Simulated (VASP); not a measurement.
# TiC3 (Pm-3n) in VASP: further runs, part 2 of 2

VASP 6.6.1. Earlier steps stand in the parts before.

## (3) Single point, PBE

This run uses another cell than the first one, of 8.36 Å³/atom, 0.709 times its volume.

Contents of INCAR:

```
PREC = Accurate ; ENCUT = 520
EDIFF = 1E-6 ; ISMEAR = 0
SIGMA = 0.1 ; LREAL = F
LASPH = T ; NELM = 60
ALGO = Normal ; ISIF = 2
LWAVE = F ; LCHARG = F
GGA = PE ; NBANDS = 34
```

Contents of KPOINTS:

```
Automatic mesh
0
Gamma
  10 10 10
```

Contents of POSCAR:

```
TiC3
1.0
    4.0592964113      0.0000000000      0.0000000000
    0.0000000000      4.0592964113      0.0000000000
    0.0000000000      0.0000000000      4.0592964113
Ti C
2 6
Direct
    0.0000000000      0.0000000000      0.0000000000
    0.5000000000      0.5000000000      0.5000000000
    0.2500000000      0.0000000000      0.5000000000
    0.7500000000      0.0000000000      0.5000000000
    0.0000000000      0.5000000000      0.2500000000
    0.0000000000      0.5000000000      0.7500000000
    0.5000000000      0.7500000000      0.0000000000
    0.5000000000      0.2500000000      0.0000000000
```

Potentials or basis: VASP PAW PBE potentials, release 64 (Ti_sv, C).

Launch:

```console
> cat potpaw_PBE.64/Ti_sv/POTCAR potpaw_PBE.64/C/POTCAR > POTCAR
> mpirun -np 1 vasp_std > vasp.out
```

OUTCAR:

```text
PREC = Accurate
   ENCUT = 520
   EDIFF = 1E-6
   ISMEAR = 0
   LREAL = F
   LASPH = T
   NELM = 60
   ISIF = 2
   GGA = PE

 ion  position               nearest neighbor table
   1  0.000  0.000  0.000-   3 2.27   4 2.27   5 2.27   6 2.27   7 2.27   8 2.27   3 2.27   4 2.27
                             5 2.27   6 2.27   7 2.27   8 2.27
   2  0.500  0.500  0.500-   3 2.27   4 2.27   5 2.27   6 2.27   7 2.27   8 2.27   7 2.27   8 2.27
                             3 2.27   4 2.27   5 2.27   6 2.27
   3  0.250  0.000  0.500-   4 2.03   4 2.03   1 2.27   1 2.27   2 2.27   2 2.27
   4  0.750  0.000  0.500-   3 2.03   3 2.03   1 2.27   1 2.27   2 2.27   2 2.27
   5  0.000  0.500  0.250-   6 2.03   6 2.03   1 2.27   2 2.27   1 2.27   2 2.27
   6  0.000  0.500  0.750-   5 2.03   5 2.03   1 2.27   2 2.27   1 2.27   2 2.27
   7  0.500  0.750  0.000-   8 2.03   8 2.03   1 2.27   2 2.27   2 2.27   1 2.27
   8  0.500  0.250  0.000-   7 2.03   7 2.03   1 2.27   2 2.27   2 2.27   1 2.27

  LATTYP: Found a simple cubic cell.
 ALAT       =     4.0592964113

  Lattice vectors:

 A1 = (   4.0592964113,   0.0000000000,   0.0000000000)
 A2 = (   0.0000000000,   4.0592964113,   0.0000000000)
 A3 = (   0.0000000000,   0.0000000000,   4.0592964113)

[... 197 lines left out ...]
      1     -47.5197      2.00000
      2     -47.4997      2.00000
      3     -23.8694      2.00000
      4     -23.8694      2.00000
      5     -23.8694      2.00000
      6     -23.7773      2.00000
[... 877 lines left out ...]
     33      13.5575      0.00000
     34      13.7543      0.00000

 [... further k-points ...]

------------------------ aborting loop because EDIFF is reached ----------------------------------------

  FORCE on cell =-STRESS in cart. coord.  units (eV):
  Direction    XX          YY          ZZ          XY          YZ          ZX
  --------------------------------------------------------------------------------------
  -------------------------------------------------------------------------------------
  Total        0.1144611      0.1144611      0.1144611     -0.0000000      0.0000000      0.0000000
  in kB        2.7416757      2.7416757      2.7416757     -0.0000000      0.0000000      0.0000000
  external PRESSURE =       2.7416757 kB  Pullay stress =       0.0000000 kB

 VOLUME and BASIS-vectors are now :
 -----------------------------------------------------------------------------
  energy-cutoff  :      520.00
  volume of cell :       66.89
      direct lattice vectors                 reciprocal lattice vectors
     4.059296411  0.000000000  0.000000000     0.246348110  0.000000000  0.000000000
     0.000000000  4.059296411  0.000000000     0.000000000  0.246348110  0.000000000
     0.000000000  0.000000000  4.059296411     0.000000000  0.000000000  0.246348110

 POSITION                                       TOTAL-FORCE (eV/Angst)
 -----------------------------------------------------------------------------------
      0.00000      0.00000      0.00000        -0.000000     -0.000000      0.000000
      2.02965      2.02965      2.02965        -0.000000     -0.000000      0.000000
      1.01482      0.00000      2.02965         0.000000      0.000000     -0.000000
      3.04447      0.00000      2.02965        -0.000000      0.000000      0.000000
      0.00000      2.02965      1.01482        -0.000000     -0.000000      0.000000
      0.00000      2.02965      3.04447        -0.000000      0.000000     -0.000000
      2.02965      3.04447      0.00000        -0.000000     -0.000000      0.000000
      2.02965      1.01482      0.00000         0.000000      0.000000     -0.000000
 -----------------------------------------------------------------------------------
    total drift:                                0.000000      0.000000      0.000000

  FREE ENERGIE OF THE ION-ELECTRON SYSTEM (eV)
  ---------------------------------------------------
  free  energy   TOTEN  =       -55.2047754688 eV

  energy  without entropy=      -55.1718305739  energy(sigma->0) =      -55.18830302
```

stdout:

```text
POSCAR found type information on POSCAR TiC
 POSCAR found :  2 types and       8 ions
 scaLAPACK will be used
 LDA part: xc-table for (Slater+PW92), standard interpolation
 POSCAR, INCAR and KPOINTS ok, starting setup
 FFT: planning ... GRIDC
 FFT: planning ... GRID_SOFT
 FFT: planning ... GRID
 WAVECAR not read
 entering main loop
```

Run time: 57 s. Hardware: 1 thread of Intel Xeon 6975P-C (Granite Rapids), shared host; peak memory 0.23 GiB.

What came out:

- Free energy: -55.2048 eV
- Pressure: 0.3 GPa
- Band gap on the k mesh: zero (band 24 reaches 9.86 eV, above the bottom of band 25 at 8.72 eV)

## (4) Single point, PBE, collinear spin, ferromagnetic start

This run uses another cell than the first one, of 8.36 Å³/atom, 0.709 times its volume.

Contents of INCAR:

```
PREC = Accurate
ENCUT = 520
EDIFF = 1E-6
ISMEAR = 0
SIGMA = 0.1
LREAL = F
LASPH = T
NELM = 150
ALGO = Normal
ISIF = 2
LWAVE = F
LCHARG = F
ISPIN = 2
MAGMOM = 1 1 0 0 0 0 0 0
LORBIT = 11
LMAXMIX = 4
GGA = PE
NBANDS = 38
```

Contents of KPOINTS:

```
Automatic mesh
0
Gamma
  4 4 4
```

POSCAR is that of step 3.

Launch:

```console
> cat potpaw_PBE.64/Ti_sv/POTCAR potpaw_PBE.64/C/POTCAR > POTCAR
> mpirun -np 1 vasp_std > vasp.out
```

Run time: 31 s. Hardware: 1 thread of Intel Xeon 6975P-C (Granite Rapids), shared host; peak memory 0.2 GiB.

It converged, with:

| Property | Result |
| --- | --- |
| Free energy | -55.3534 eV |
| Pressure | -0.2 GPa |
| Band gap on the k mesh | zero (filled and empty bands overlap) |
| Net moment | 0.00 μB per cell |
| Valence electrons inside the program's atomic spheres | Ti 10.43; C 2.19 |

Levels at points of the mesh, in eV from the Fermi level:
Spin up:
| k point | band 20 | band 21 | band 22 | band 23 | band 24 | band 25 | band 26 | band 27 | band 28 | band 29 |
| --- | --- | --- | --- | --- | --- | --- | --- | --- | --- | --- |
| (0.00, 0.00, 0.00) | -3.58 | -3.33 | -3.33 | -3.33 | -0.31 | -0.31 | -0.31 | 1.25 | 1.25 | 1.25 |
| (0.50, 0.00, 0.00) | -2.69 | -2.19 | -2.19 | -0.25 | -0.25 | 0.58 | 0.58 | 2.24 | 2.24 | 2.42 |
| (0.50, 0.50, 0.00) | -2.68 | -2.04 | -2.04 | -0.22 | 0.62 | 0.62 | 0.77 | 1.54 | 1.75 | 1.90 |
| (0.50, 0.50, 0.50) | -1.49 | -0.05 | -0.05 | -0.05 | -0.05 | -0.05 | -0.05 | 0.73 | 0.73 | 0.73 |
Spin down:
| k point | band 20 | band 21 | band 22 | band 23 | band 24 | band 25 | band 26 | band 27 | band 28 | band 29 |
| --- | --- | --- | --- | --- | --- | --- | --- | --- | --- | --- |
| (0.00, 0.00, 0.00) | -3.58 | -3.33 | -3.33 | -3.33 | -0.31 | -0.31 | -0.31 | 1.25 | 1.25 | 1.25 |
| (0.50, 0.00, 0.00) | -2.69 | -2.19 | -2.19 | -0.25 | -0.25 | 0.58 | 0.58 | 2.24 | 2.24 | 2.42 |
| (0.50, 0.50, 0.00) | -2.68 | -2.04 | -2.04 | -0.22 | 0.62 | 0.62 | 0.77 | 1.54 | 1.75 | 1.90 |
| (0.50, 0.50, 0.50) | -1.49 | -0.05 | -0.05 | -0.05 | -0.05 | -0.05 | -0.05 | 0.73 | 0.73 | 0.73 |

Caveat: the k points lie up to 0.39 Å⁻¹ apart.

## (5) Summary

| spin | cell | k mesh | gap on the mesh (eV) | pressure (GPa) |
| --- | --- | --- | --- | --- |
| off | a = 4.552 Å, 8 atoms | 4 × 4 × 4 | none | -36.9 |
| off | a = 4.059 Å, 8 atoms | 10 × 10 × 10 | none | 0.3 |
| collinear, ferromagnetic start | a = 4.059 Å, 8 atoms | 4 × 4 × 4 | none | -0.2 |

Alike in all rows: task single point; level PBE; potentials or basis VASP PAW PBE potentials, release 64 (Ti_sv, C); cutoff (eV) 520; smearing gaussian 0.1 eV.

Caveats: some runs use coarse meshes.

Total energies depend on the potentials used, so only differences within one code and one set of settings carry meaning.
